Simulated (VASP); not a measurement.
BAs, 2 atoms in the cell. It takes space group I-4m2 (No. 119, tetragonal). The conventional cell has a = 3.648 Å, b = 3.648 Å, c = 4.395 Å, α = 90.00°, β = 90.00°, γ = 90.00°. Within 2.8 Å of B (site symmetry -4m2) lie 4 As at 2.13 Å. Within 2.8 Å of As (site symmetry -4m2) lie 4 B at 2.13 Å.  This cell differs from its parent crystal: strain +0.080 along x and y, -0.080 along z.

| Item | Value |
| --- | --- |
| Program | VASP 6.6.1 |
| Task | single point |
| Functional | PBE |
| Potentials or basis | VASP PAW PBE potentials, release 64 (B, As) |
| Cutoff | 520 eV |
| k mesh | 10 × 10 × 10 |
| Occupations | gaussian, width 0.05 eV |
| Spin | no spin polarisation |
| Dipole correction | no |
| Further INCAR settings | ALGO = Normal; EDIFF = 1e-06; NBANDS = 11 |

Potentials or basis: VASP PAW PBE potentials, release 64 (B, As).

Command:

```console
$ cat potpaw_PBE.64/B/POTCAR potpaw_PBE.64/As/POTCAR > POTCAR
$ mpirun -np 1 vasp_std > vasp.out
```

Hardware: 1 thread of Intel Xeon 8259CL, with other jobs on the host.

Problem. How long does it take, and how much memory?

Solution. It took 49 s on 1 thread of Intel Xeon 8259CL (shared host), peak memory 0.18 GiB. Counts: scf iterations 12, k points 102.
